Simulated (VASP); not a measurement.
Here is a VASP 6.6.1 calculation.

Contents of INCAR:

```
SYSTEM = SmTa3Cl2
ALGO     = Normal         ! electronic algorithm
EDIFF    = 1E-6           ! SCF threshold, eV
ENCUT    = 500            ! plane-wave cutoff, eV
GGA      = PE             ! functional
GGA_COMPAT= .False.      
ISIF     = 2              ! what is computed and relaxed
ISMEAR   = 0              ! smearing method
LASPH    = .True.         ! aspherical terms in the spheres
LCHARG   = .False.        ! write CHGCAR
LMAXMIX  = 6              ! l up to which the mixer works
LREAL    = .False.        ! projectors in reciprocal space
LWAVE    = .False.        ! write WAVECAR
NBANDS   = 38             ! bands
NELM     = 200            ! most SCF steps
PREC     = Accurate       ! precision mode
SIGMA    = 0.2            ! smearing width, eV
```

The input KPOINTS:

```
k-points
0
Gamma
  4 4 3
  0 0 0
```

File POSCAR:

```
SmTa3Cl2
1.0
    5.4089905802     -0.0000000032      0.0000000000
   -2.7044952873      4.6843232528      0.0000000000
    0.0000000000      0.0000000000      7.9361343032
Sm Ta Cl
1 3 2
Direct
    0.0000000000      0.0000000000      0.5000000000
    0.5000000000      0.0000000000      0.0000000000
    0.0000000000      0.5000000000      0.0000000000
    0.5000000000      0.5000000000      0.0000000000
    0.0000000000      0.0000000000      0.1740458595
    0.0000000000      0.0000000000      0.8259541405
```

Potentials or basis: VASP PAW PBE potentials, release 64 (Sm_3, Ta_pv, Cl), 4f in core.

Command:

```sh
$ cat potpaw_PBE.64/Sm_3/POTCAR potpaw_PBE.64/Ta_pv/POTCAR potpaw_PBE.64/Cl/POTCAR > POTCAR
$ mpirun -np 1 vasp_std > vasp.out
```

Q: What does it give for the pressure?

A: 0.4 GPa.

Q: What does it give for the band gap on the k mesh?

A: Zero (bands 29 and 30 overlap by 0.51 eV).

Q: Estimate the largest force.

A: 0.011 eV/Å.

Stress tensor (GPa, compression positive):
```
0.23 0.00 0.00
0.00 0.23 0.00
0.00 0.00 0.71
```

Caveat: spin-orbit coupling is left out, which moves the levels of the heavy elements; the 4f electrons are frozen in the core, so they carry no moment and show no levels; the run has no spin polarisation, though such a crystal can be magnetic. Spin polarisation is off, so any magnetic state and its effect on volume and gap are missing.
